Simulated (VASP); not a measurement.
**Mg: single point with PBEsol**

The system is Mg.

```
Mg
1.0
    -1.94950    1.94950    1.56220
     1.94950   -1.94950    1.56220
     1.94950    1.94950   -1.56220
Mg
1
Direct
  0.00000 0.00000 0.00000
```

```yaml
Program: VASP 6.6.1
Task: single point
Functional: PBEsol
Potentials_or_basis: VASP PAW PBE potentials, release 64 (Mg)
Cutoff: 520 eV
k_mesh: 18 × 18 × 18
Occupations: gaussian, width 0.15 eV
Spin: no spin polarisation
```

```json
{"Pressure": "-1.1 GPa", "Band gap on the k mesh": "zero (bands 1 and 2 overlap by 4.31 eV)"}
```

Stress tensor (GPa, compression positive):
```
-2.07  0.00  0.00
 0.00 -2.07  0.00
 0.00  0.00  0.88
```

Levels at points of the mesh, in eV from the Fermi level:
```tsv
k point	band 1	band 2	band 3	band 4	band 5	band 6
(0.00, 0.00, 0.00)	-6.77	10.20	12.14	12.14	12.46	14.94
(0.50, 0.00, 0.00)	-0.97	-0.19	7.54	8.25	8.86	10.74
(0.50, 0.50, 0.00)	-1.96	-1.88	11.66	12.11	12.28	13.31
(0.50, 0.50, 0.50)	2.26	2.26	3.08	3.42	7.71	9.27
```

Wall time 13 s on 1 thread of Intel(R) Xeon(R) 6975P-C (Granite Rapids), on a shared host, peak memory 0.2 GiB.

Caveat: the PAW data sets were made with another functional, which shifts forces and pressure a little.
